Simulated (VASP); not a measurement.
Set up this calculation in VASP 6.6.1, as the native input.

- Task: single point
- Functional: PBEsol
- Potentials or basis: VASP PAW PBE potentials, release 64 (Mo_sv, P)
- Cutoff: 520 eV
- k mesh: 11 × 5 × 1
- Occupations: gaussian, width 0.1 eV
- Spin: no spin polarisation
- Dipole correction: yes
- Further INCAR settings: LREAL = Auto; ALGO = Fast; EDIFF = 1e-07; NBANDS = 100; ISYM = 0

The structure of MoP lies in POSCAR:

```
MoP
1.0
    3.2062346803      0.0000000000      0.0000000000
   -1.6031173402      6.9289602446      0.0000000000
    0.0000000000      0.0000000000     25.3879082787
Mo P
9 9
Direct
    0.8019139327      0.6039473072      0.3037912432
    0.5827769269      0.1651343534      0.3510088501
    0.3686718829      0.7370395226      0.3938170942
    0.1594394884      0.3187953220      0.4449787923
    0.9495914738      0.8993742239      0.4961227852
    0.7407558458      0.4816489100      0.5456909487
    0.5294048226      0.0585450605      0.5958155201
    0.3189519953      0.6388753434      0.6451665675
    0.1127575136      0.2251019869      0.6891962971
    0.4329643192      0.8659560492      0.3013065029
    0.2095583967      0.4192564807      0.3501923035
    0.0005722283      0.0007745373      0.4045899788
    0.7912652626      0.5824470701      0.4533242904
    0.5808831945      0.1622396370      0.5043851755
    0.3722875556      0.7448297488      0.5548846843
    0.1616712111      0.3232008002      0.6027539154
    0.9513887861      0.9027075032      0.6601755442
    0.7336180762      0.4670719684      0.7027995066
```

These files were run (other wordings do the same):

INCAR

```
SYSTEM = MoP
PREC = Accurate
ENCUT = 520
EDIFF = 1E-7
ISMEAR = 0
SIGMA = 0.1
LREAL = Auto
LASPH = .TRUE.
NELM = 100
ALGO = Fast
ISIF = 2
LWAVE = .FALSE.
LCHARG = .FALSE.
LDIPOL = .TRUE.
IDIPOL = 3
DIPOL = 0.5 0.5 0.500
GGA = PS
ISYM = 0
NBANDS = 100
```

KPOINTS

```
Automatic mesh
0
G
  11 5 1
  0 0 0
```

Potentials or basis: VASP PAW PBE potentials, release 64 (Mo_sv, P).

Run with:

```sh
$ cat potpaw_PBE.64/Mo_sv/POTCAR potpaw_PBE.64/P/POTCAR > POTCAR
$ mpirun -np 1 vasp_std > vasp.out
```

Results of the run:

```yaml
Largest_force: 0.029 eV/Å
Band_gap_on_the_k_mesh: zero (an odd number of electrons rules out a gap without spin polarisation)
```

Caveat: the PAW data sets were made with another functional, which shifts forces and pressure a little; an odd number of electrons without spin polarisation forces a metal; a magnetic or distorted state may lie lower.

It took 100 min on 1 thread of Oxide Virtual Turin-like Processor, with other jobs on the host, peak memory 1.1 GiB.
